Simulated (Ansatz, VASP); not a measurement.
**One calculation of BaS, two programs**

The input POSCAR:

```
BaS
1.0
   -0.0095024118      3.5194117709      3.5194117709
    3.5194117709     -0.0095024118      3.5194117709
    3.5099093591      3.5099093591      0.0000000000
Ba S
1 1
Direct
   -0.0006224585     -0.0006224585      0.0006224585
    0.2506224585      0.2506224585      0.2493775415
```

Contents of INCAR.step1:

```
SYSTEM = BaS
ALGO     = Normal         ! electronic algorithm
EDIFF    = 1E-5           ! SCF threshold, eV
ENCUT    = 520            ! plane-wave cutoff, eV
GGA      = PE             ! functional
ISIF     = 2              ! what is computed and relaxed
ISMEAR   = 0              ! smearing method
LASPH    = .True.         ! aspherical terms in the spheres
LREAL    = .False.        ! projectors in reciprocal space
LWAVE    = .True.         ! write WAVECAR
NBANDS   = 15             ! bands
NELM     = 60             ! most SCF steps
PREC     = Accurate       ! precision mode
SIGMA    = 0.01           ! smearing width, eV
```

Contents of INCAR.step2:

```
SYSTEM = BaS
ALGO     = Normal         ! electronic algorithm
EDIFF    = 1E-7           ! SCF threshold, eV
ENCUT    = 520            ! plane-wave cutoff, eV
GGA      = PE             ! functional
HFSCREEN = 0.2079         ! screening, 1/A
ISIF     = 2              ! what is computed and relaxed
ISMEAR   = 0              ! smearing method
ISTART   = 1            
LASPH    = .True.         ! aspherical terms in the spheres
LCHARG   = .True.         ! write CHGCAR
LELF     = .True.         ! ELF
LHFCALC  = .True.         ! exact exchange
LREAL    = .False.        ! projectors in reciprocal space
LVHAR    = .True.       
LWAVE    = .False.        ! write WAVECAR
NBANDS   = 15             ! bands
NELM     = 60             ! most SCF steps
PREC     = Accurate       ! precision mode
PRECFOCK = Normal       
SIGMA    = 0.01           ! smearing width, eV
```

KPOINTS

```
k-points
0
Gamma
  4 4 4
  0 0 0
```

Input for Ansatz:

```yaml
crystal:
  lattice:
    - [-0.0095024118, 3.5194117709, 3.5194117709]
    - [3.5194117709, -0.0095024118, 3.5194117709]
    - [3.5099093591, 3.5099093591, 0.0]
  atoms:
    - { symbol: Ba, position: [-0.0006224585, -0.0006224585, 0.0006224585] }
    - { symbol: S, position: [0.2506224585, 0.2506224585, 0.2493775415] }
kpoints:
  mp_grid: { grid: [4, 4, 4] }
  band_path:
    path:
      - [0.0, 0.0, 0.0]
      - [-0.5, -0.5, 0.0]
      - [-0.375, -0.375, 0.25]
      - [-0.375, 0.0, 0.375]
      - [0.0, 0.0, 0.5]
      - [-0.5, -0.25, 0.25]
      - [0.25, -0.5, -0.25]
    npoints: 1
hamiltonian:
  xc: hse06
scf:
  occupations: { method: fixed }
  n_extra_bands: 4
output:
  forces: true
  stress: true
  eigenvalues: true
```

Change from the starting cell: shear_xy strain -0.5%.

Alike in both runs: task single point; functional HSE06; k mesh 4 × 4 × 4; no spin polarisation.

|  | VASP | Ansatz |
| --- | --- | --- |
| version | VASP 6.6.1 | Ansatz 0.2.0 |
| potentials or method | VASP PAW PBE potentials, release 64 (Ba_sv, S) | plane waves, PAW |
| plane-wave cutoff (eV) | 520 | 420 |
| occupations | gaussian, width 0.01 eV | fixed |
| valence electrons in the cell | 16 | 16 |

```csv
,VASP,Ansatz,Ansatz less VASP
gap on the k mesh at the Fermi level (eV),3.65,3.64,-0.005
pressure (GPa),0.2,-0.2,-0.39
```

Ansatz's warnings: stress exchange threshold loose, stress scf threshold loose.

Neither program's run includes spin-orbit coupling.
